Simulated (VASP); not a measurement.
A run of VASP 6.6.1:

INCAR

```
SYSTEM = P
  ALGO = Normal
  EDIFF = 1E-6
  ENCUT = 520
  GGA = PE
  ISIF = 2
  ISMEAR = 0
  IVDW = 12
  LASPH = .TRUE.
  LCHARG = .FALSE.
  LREAL = .FALSE.
  LWAVE = .FALSE.
  NBANDS = 8
  NELM = 60
  PREC = Accurate
  SIGMA = 0.15
```

File KPOINTS:

```
k-points
0
G
  24 24 24
  0 0 0
```

POSCAR

```
P
1.0
    2.4072602648      0.0000000000      0.0180544520
    0.0000000000      2.4072602648      0.0000000000
    0.0180552646      0.0000000000      2.4073686085
P
1
Direct
    0.0000000000      0.0000000000      0.0000000000
```

Potentials or basis: VASP PAW PBE potentials, release 64 (P).

The run is started by

```bash
$ cat potpaw_PBE.64/P/POTCAR > POTCAR
$ mpirun -np 1 vasp_std > vasp.out
```

Hardware: 1 thread of Intel Xeon 8259CL, on a shared host.

How long does it take, and how much memory?

Wall time 4 min on 1 thread of Intel Xeon 8259CL, with other jobs on the host, peak memory 0.44 GiB. Counts: scf iterations 10, k points 3770.
